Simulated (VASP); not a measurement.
# Ti3B4 (Immm) in VASP: single point with r2SCAN

Aim: the single point of Ti3B4 with r2SCAN.

Everything below comes from runs of VASP 6.6.1. Logs are shortened: lines on timing, memory, paths and dates and some standing lists are left out, and cuts for length are marked.

## 1. The cell of the first run

It takes space group Immm (No. 71, orthorhombic). The conventional cell has a = 3.035 Å, b = 3.260 Å, c = 13.725 Å, α = 90.00°, β = 90.00°, γ = 90.00°. Ti (site symmetry mm2) has 7 B at 2.33 to 2.51 Å and 8 Ti at 2.85 to 3.04 Å within 3.1 Å. Within 3.3 Å of Ti (site symmetry mmm) lie 12 B at 2.40 to 2.43 Å and 8 Ti at 2.96 to 3.26 Å. B (site symmetry mm2) has 2 B at 1.78 Å and 7 Ti at 2.35 to 2.51 Å within 2.6 Å. B (site symmetry mm2) has 3 B at 1.77 to 1.78 Å and 6 Ti at 2.33 to 2.40 Å within 2.4 Å.

## 2. Single point, r2SCAN

File POSCAR:

```
Ti3B4
1.0
   -1.5176456750      1.6299117300      6.8626482300
    1.5176456750     -1.6299117300      6.8626482300
    1.5176456750      1.6299117300     -6.8626482300
Ti B
3 4
Direct
    0.1854021400      0.6854021400      0.5000000000
    0.8145978600      0.3145978600      0.5000000000
    0.0000000000      0.0000000000      0.0000000000
    0.3682165000      0.8682165000      0.5000000000
    0.6317835000      0.1317835000      0.5000000000
    0.4356744900      0.4356744900      0.0000000000
    0.5643255100      0.5643255100      0.0000000000
```

File INCAR.step1:

```
SYSTEM = Ti3B4
PREC = Accurate
ENCUT = 520
ISMEAR = 0
SIGMA = 0.1
LREAL = .FALSE.
LASPH = .TRUE.
NELM = 100
NBANDS = 33
GGA = PE
ALGO = Normal
EDIFF = 1E-4
LWAVE = .TRUE.
LCHARG = .FALSE.
```

File INCAR.step2:

```
SYSTEM = Ti3B4
PREC = Accurate
ENCUT = 520
EDIFF = 1E-7
ISMEAR = 0
SIGMA = 0.1
LREAL = .FALSE.
LASPH = .TRUE.
NELM = 100
ALGO = Normal
ISIF = 2
LWAVE = .FALSE.
LCHARG = .TRUE.
METAGGA = R2SCAN
LMIXTAU = .TRUE.
LELF = .TRUE.
LVHAR = .TRUE.
NBANDS = 33
ISTART = 1
```

File KPOINTS:

```
Automatic mesh
0
G
  8 8 8
  0 0 0
```

Potentials or basis: VASP PAW PBE potentials, release 64 (Ti_sv, B).

Run with:

```sh
cat potpaw_PBE.64/Ti_sv/POTCAR potpaw_PBE.64/B/POTCAR > POTCAR
cp INCAR.step1 INCAR
mpirun -np 1 vasp_std > vasp.out
cp INCAR.step2 INCAR
mpirun -np 1 vasp_std > vasp.out
```

OUTCAR:

```text
SYSTEM = Ti3B4
   PREC = Accurate
   ENCUT = 520
   EDIFF = 1E-7
   ISMEAR = 0
   LREAL = .FALSE.
   LASPH = .TRUE.
   NELM = 100
   ISIF = 2
   METAGGA = R2SCAN
   ISTART = 1

 ion  position               nearest neighbor table
   1  0.185  0.685  0.500-   7 2.33   7 2.33   5 2.35   5 2.35   5 2.35   5 2.35   4 2.51   2 2.85
                             2 2.85   2 2.85   2 2.85
   2  0.815  0.315  0.500-   6 2.33   6 2.33   4 2.35   4 2.35   4 2.35   4 2.35   5 2.51   1 2.85
                             1 2.85   1 2.85   1 2.85
   3  0.000  0.000  0.000-   7 2.40   7 2.40   7 2.40   6 2.40   7 2.40   6 2.40   6 2.40   6 2.40
                             4 2.43   5 2.43   4 2.43   5 2.43
   4  0.368  0.868  0.500-   6 1.78   6 1.78   2 2.35   2 2.35   2 2.35   2 2.35   3 2.43   3 2.43
                             1 2.51
   5  0.632  0.132  0.500-   7 1.78   7 1.78   1 2.35   1 2.35   1 2.35   1 2.35   3 2.43   3 2.43
                             2 2.51
   6  0.436  0.436  0.000-   7 1.77   4 1.78   4 1.78   2 2.33   2 2.33   3 2.40   3 2.40   3 2.40
                             3 2.40
   7  0.564  0.564  0.000-   6 1.77   5 1.78   5 1.78   1 2.33   1 2.33   3 2.40   3 2.40   3 2.40
                             3 2.40

  LATTYP: Found a body centered orthorhombic cell.
 ALAT       =     3.0352913500
 B/A-ratio  =     1.0739738246
 C/A-ratio  =     4.5219041197

  Lattice vectors:

 A1 = (  -1.5176456750,   1.6299117300,   6.8626482300)
 A2 = (   1.5176456750,  -1.6299117300,   6.8626482300)
 A3 = (   1.5176456750,   1.6299117300,  -6.8626482300)

Analysis of symmetry for initial positions (statically):
=====================================================================
 Subroutine PRICEL returns:
 Original cell was already a primitive cell.

 Routine SETGRP: Setting up the symmetry group for a
 body centered orthorhombic supercell.

 Subroutine GETGRP returns: Found  8 space group operations
 (whereof  8 operations were pure point group operations)
 out of a pool of  8 trial point group operations.

The static configuration has the point symmetry D_2h.

Analysis of symmetry for dynamics (positions and initial velocities):
=====================================================================
 Subroutine PRICEL returns:
 Original cell was already a primitive cell.

 Routine SETGRP: Setting up the symmetry group for a
 body centered orthorhombic supercell.

 Subroutine GETGRP returns: Found  8 space group operations
 (whereof  8 operations were pure point group operations)
 out of a pool of  8 trial point group operations.

The dynamic configuration has the point symmetry D_2h.

 Subroutine INISYM returns: Found  8 space group operations
 (whereof  8 operations are pure point group operations),
 and found     1 'primitive' translations

----------------------------------------------------------------------------------------

                                     Primitive cell

  volume of cell :      67.9026

  direct lattice vectors                    reciprocal lattice vectors
    -1.517645675  1.629911730  6.862648230     0.000000000  0.306765079  0.072858171
     1.517645675 -1.629911730  6.862648230     0.329457665  0.000000000  0.072858171
     1.517645675  1.629911730 -6.862648230     0.329457665  0.306765079  0.000000000

  length of vectors
     7.214970642  7.214970642  7.214970642     0.315298472  0.337417643  0.450163488

  position of ions in fractional coordinates (direct lattice)
     0.185402140  0.685402140  0.500000000
     0.814597860  0.314597860  0.500000000
     0.000000000  0.000000000  0.000000000
     0.368216500  0.868216500  0.500000000
     0.631783500  0.131783500  0.500000000
     0.435674490  0.435674490  0.000000000
     0.564325510  0.564325510  0.000000000

  ion indices of the primitive-cell ions
   primitive index   ion index
                 1           1
                 2           2
                 3           3
                 4           4
                 5           5
                 6           6
                 7           7

----------------------------------------------------------------------------------------

 KPOINTS: Automatic mesh

Automatic generation of k-mesh.
 Grid dimensions read from file:
 generate k-points for:    8    8    8

 Generating k-lattice:

  Cartesian coordinates                     Fractional coordinates (reciprocal lattice)
     0.000000000  0.038345635  0.009107271     0.125000000  0.000000000 -0.000000000
     0.041182208  0.000000000  0.009107271     0.000000000  0.125000000 -0.000000000
     0.041182208  0.038345635  0.000000000     0.000000000  0.000000000  0.125000000

  Length of vectors
     0.039412309  0.042177205  0.056270436

  Shift w.r.t. Gamma in fractional coordinates (k-lattice)
     0.000000000  0.000000000  0.000000000

 Subroutine IBZKPT returns following result:
 ===========================================

 Found     95 irreducible k-points:

 Following reciprocal coordinates:
            Coordinates               Weight
  0.000000  0.000000  0.000000      1.000000
  0.125000  0.000000 -0.000000      4.000000
  0.250000  0.000000 -0.000000      4.000000
  0.375000  0.000000 -0.000000      4.000000
  0.500000  0.000000 -0.000000      2.000000
  0.000000  0.125000 -0.000000      4.000000
[... 16 lines left out ...]
  0.125000  0.375000  0.000000      8.000000
  0.250000  0.375000  0.000000      8.000000
 [... further k-points ...]
   k-points           NKPTS =     95   k-points in BZ     NKDIM =     95   number of bands    NBANDS=     33
   number of dos      NEDOS =    301   number of ions     NIONS =      7
   total plane-waves  NPLWV = 157464
   dimension x,y,z NGX =    54 NGY =   54 NGZ =   54
   dimension x,y,z NGXF=   108 NGYF=  108 NGZF=  108
   ions per type =               3   4
   NGX,Y,Z   is equivalent  to a cutoff of  12.44, 12.44, 12.44 a.u.
   NGXF,Y,Z  is equivalent  to a cutoff of  24.89, 24.89, 24.89 a.u.
 SYSTEM =  Ti3B4
   PREC   = accura    normal or accurate (medium, high low for compatibility)
   ISTART =      1    job   : 0-new  1-cont  2-samecut
   ICHARG =      0    charge: 1-file 2-atom 10-const
   ISPIN  =      1    spin polarized calculation?
   LNONCOLLINEAR =      F non collinear calculations
   LSORBIT =      F    spin-orbit coupling
   LASPH  =      T    aspherical Exc in radial PAW
   ENCUT  =  520.0 eV  38.22 Ry    6.18 a.u.  13.42 13.42 13.42*2*pi/ulx,y,z
   NELM   =    100;   NELMIN=  2; NELMDL=  0     # of ELM steps
   EDIFF  = 0.1E-06   stopping-criterion for ELM
   LREAL  =      F    real-space projection
   EDIFFG = 0.1E-05   stopping-criterion for IOM
   NSW    =      0    number of steps for IOM
   IBRION =     -1    ionic relax: 0-MD 1-quasi-New 2-CG
   NFREE  =      0    steps in history (QN), initial steepest desc. (CG)
   ISIF   =      2    stress and relaxation
   ISYM   =      2    0-nonsym 1-usesym 2-fastsym
   POTIM  = 0.5000    time-step for ionic-motion
   TEBEG  =    0.0;   TEEND  =   0.0 temperature during run
   PSTRESS=    0.0 pullay stress
   NELECT =      48.0000    total number of electrons
   NUPDOWN=      -1.0000    fix difference up-down
   EMIN   =  10.00;   EMAX   =-10.00  energy-range for DOS
   EFERMI =   0.00;   METHOD = LEGACY
   ISMEAR =     0;   SIGMA  =   0.10  broadening in eV -4-tet -1-fermi 0-gaus
   EFERMI_NEDOS =   21; number of points for ismear=-14 and -15
   IALGO  =     38    algorithm
   IMIX   =      4    mixing-type and parameters
     AMIX     =   0.40;   BMIX     =  1.00
     AMIX_MAG =   1.60;   BMIX_MAG =  1.00
  volume/ion in A,a.u.               =       9.70        65.46
  Fermi-wavevector in a.u.,A,eV,Ry     =   1.458344  2.755870 28.936407  2.126766
  Thomas-Fermi vector in A             =   2.575039
   LORBIT       =      0    0 simple, 1 ext, 2 COOP (PROOUT), +10 PAW based schemes
   METAGGA = R2SCAN    functional components
   LHFCALC =     F    Hartree Fock is set to
   AEXX    =    0.0000 exact exchange contribution
   IVDW    =     0    specifies the selected vdW correction
   LEPSILON=     F    determine dielectric tensor
   LRPA    =     F    only Hartree local field effects (RPA)
 non-spin polarized calculation
 Gauss-broadening in eV      SIGMA  =   0.10
  energy-cutoff  :      520.00
  volume of cell :       67.90
 maximum number of plane-waves:      1851
 NGX is ok and might be reduce to    54
   NGX = 27   NGY = 27   NGZ = 27

 number of electron      48.0000006 magnetization

 Free energy of the ion-electron system (eV)
  ---------------------------------------------------
  ext. energy  EPLUGINS =         0.00000000
  ---------------------------------------------------
  free energy    TOTEN  =       -75.17319777 eV

  energy without entropy =      -75.16246069  energy(sigma->0) =      -75.16782923

 E-fermi :   9.1609     XC(G=0): -13.5219

 val. band max:        9.1544843737   @ k =   0.1250   0.3750   0.0000
 cond. band min:       9.1674634892   @ k =  -0.3750   0.5000   0.2500
 fundamental gap:      0.0129791154
 Fermi energy:         9.1608800856

 k-point     1 :       0.0000    0.0000    0.0000
  band No.  band energies     occupation
      1     -49.7813      2.00000
      2     -49.4215      2.00000
      3     -49.3147      2.00000
      4     -25.0569      2.00000
      5     -25.0539      2.00000
      6     -24.8526      2.00000
[... 25 lines left out ...]
     32      12.9811      0.00000
     33      13.2369      0.00000

 k-point     2 :       0.1250    0.0000   -0.0000
  band No.  band energies     occupation
      1     -49.7795      2.00000
      2     -49.4157      2.00000
      3     -49.3170      2.00000
      4     -25.0825      2.00000
      5     -25.0542      2.00000
      6     -24.8501      2.00000
[... 25 lines left out ...]
     32      13.1654      0.00000
     33      13.2786      0.00000
[... 754 lines left out ...]
     32      12.8201      0.00000
     33      13.1436      0.00000

 k-point    24 :       0.2500    0.3750    0.0000
  band No.  band energies     occupation
      1     -49.7499      2.00000
      2     -49.3545      2.00000
      3     -49.3248      2.00000
      4     -25.1081      2.00000
      5     -25.1018      2.00000
      6     -25.0040      2.00000
[... 25 lines left out ...]
     32      13.1239      0.00000
     33      13.5513      0.00000

 [... further k-points ...]

------------------------ aborting loop because EDIFF is reached ----------------------------------------

  FORCE on cell =-STRESS in cart. coord.  units (eV):
  Direction    XX          YY          ZZ          XY          YZ          ZX
  --------------------------------------------------------------------------------------
  -------------------------------------------------------------------------------------
  Total        0.0322386      0.0764254      0.1113134     -0.0000000      0.0000000      0.0000000
  in kB        0.7606781      1.8032767      2.6264670     -0.0000000      0.0000000      0.0000000
  external PRESSURE =       1.7301406 kB  Pullay stress =       0.0000000 kB

 VOLUME and BASIS-vectors are now :
 -----------------------------------------------------------------------------
  energy-cutoff  :      520.00
  volume of cell :       67.90
      direct lattice vectors                 reciprocal lattice vectors
    -1.517645675  1.629911730  6.862648230     0.000000000  0.306765079  0.072858171
     1.517645675 -1.629911730  6.862648230     0.329457665  0.000000000  0.072858171
     1.517645675  1.629911730 -6.862648230     0.329457665  0.306765079  0.000000000

 POSITION                                       TOTAL-FORCE (eV/Angst)
 -----------------------------------------------------------------------------------
      1.51765      0.00000      2.54470         0.000000      0.000000     -0.041847
      0.00000      1.62991      4.31795        -0.000000      0.000000      0.041847
      0.00000      0.00000      0.00000         0.000000      0.000000      0.000000
      1.51765      0.00000      5.05388        -0.000000      0.000000      0.034835
      0.00000      1.62991      1.80877         0.000000     -0.000000     -0.034835
      0.00000      0.00000      5.97976         0.000000      0.000000     -0.020179
      0.00000      0.00000      7.74553        -0.000000     -0.000000      0.020179
 -----------------------------------------------------------------------------------
    total drift:                                0.000000      0.000000     -0.000000

  FREE ENERGIE OF THE ION-ELECTRON SYSTEM (eV)
  ---------------------------------------------------
  free  energy   TOTEN  =       -75.1731977670 eV

  energy  without entropy=      -75.1624606947  energy(sigma->0) =      -75.16782923
```

Wall time 60 min (1 thread of Intel Xeon Platinum 8259CL at 2.50GHz (Skylake/Cascade Lake), shared host); peak memory 0.53 GiB.

Results:

```yaml
Free_energy: -75.1732 eV
Pressure: 0.2 GPa
Largest_force: 0.042 eV/Å
Band_gap_on_the_k_mesh: zero (bands 24 and 25 overlap by 1.60 eV)
```

Forces on the atoms (eV/Å):
```
Ti   0.000  0.000 -0.042
Ti   0.000  0.000  0.042
Ti   0.000  0.000  0.000
B    0.000  0.000  0.035
B    0.000  0.000 -0.035
B    0.000  0.000 -0.020
B    0.000  0.000  0.020
```

Caveat: the PAW data sets were made with another functional, which shifts forces and pressure a little.
